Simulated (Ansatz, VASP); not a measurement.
**Two plane-wave programs on SiO2**

The input INCAR:

```
ALGO     = Normal         # electronic algorithm
EDIFF    = 1E-6           # SCF threshold, eV
ENCUT    = 520            # plane-wave cutoff, eV
GGA      = CA             # functional
ISIF     = 2              # what is computed and relaxed
ISMEAR   = 0              # smearing method
LASPH    = T              # aspherical terms in the spheres
LCHARG   = F              # write CHGCAR
LREAL    = F              # projectors in reciprocal space
LWAVE    = F              # write WAVECAR
NBANDS   = 25             # bands
NELM     = 60             # most SCF steps
PREC     = Accurate       # precision mode
SIGMA    = 0.05           # smearing width, eV
```

KPOINTS

```
k-points
0
Gamma
  6 6 10
```

POSCAR

```
SiO2
1.0
    4.3188001594      0.0000000000      0.0000000000
    0.0000000000      4.3188001594      0.0000000000
    0.0000000000      0.0000000000      2.3058074051
Si O
2 4
Direct
    0.5000000000      0.5000000000      0.5000000000
    0.0000000000      0.0000000000      0.0000000000
    0.6944252994      0.6944252994      0.0000000000
    0.1944252994      0.8055747006      0.5000000000
    0.3055747006      0.3055747006      0.0000000000
    0.8055747006      0.1944252994      0.5000000000
```

Input for Ansatz:

```yaml
crystal:
  lattice:
    - [4.3188001594, 0.0, 0.0]
    - [0.0, 4.3188001594, 0.0]
    - [0.0, 0.0, 2.3058074051]
  atoms:
    - { symbol: Si, position: [0.5, 0.5, 0.5] }
    - { symbol: Si, position: [0.0, 0.0, 0.0] }
    - { symbol: O, position: [0.6944252994, 0.6944252994, 0.0] }
    - { symbol: O, position: [0.1944252994, 0.8055747006, 0.5] }
    - { symbol: O, position: [0.3055747006, 0.3055747006, 0.0] }
    - { symbol: O, position: [0.8055747006, 0.1944252994, 0.5] }
basis:
  ecutwfc: 520.0
kpoints:
  mp_grid: { grid: [6, 6, 10] }
hamiltonian:
  xc: lda
  pseudopotentials: { kind: paw, azcp: { folder: soft_1 } }
scf:
  occupations: { method: gaussian, width: 0.05 }
output:
  forces: true
  stress: true
  eigenvalues: true
  write_density: true
  write_potential: true
  elf: true
  volumetric_format: npy
```

Alike in both runs: task single point; functional LDA; k mesh 6 × 6 × 10; occupations gaussian, width 0.05 eV; no spin polarisation.

|  | VASP | Ansatz |
| --- | --- | --- |
| version | VASP 6.6.1 | Ansatz 0.2.0 |
| potentials or method | VASP PAW LDA potentials, release 64 (Si, O), cutoff 520 eV | scalar-relativistic, plane waves, PAW |
| valence electrons in the cell | 32 | 32 |

|  | VASP | Ansatz | Ansatz less VASP |
| --- | --- | --- | --- |
| gap on the k mesh at the Fermi level (eV) | 6.71 | 6.74 | +0.033 |
| least direct gap on the mesh (eV) | 6.71 | 6.74 | +0.033 |
| rms of the force components (eV/Å) | 0.051 | 0.112 | +0.0604 |

Ansatz warns that its potentials were made for another functional, while VASP's fit it. LDA's correlation is that of Perdew and Zunger in VASP and of Perdew and Wang (1992) in Ansatz. Atom by atom the forces differ by 0.060 eV/Å (rms over components).
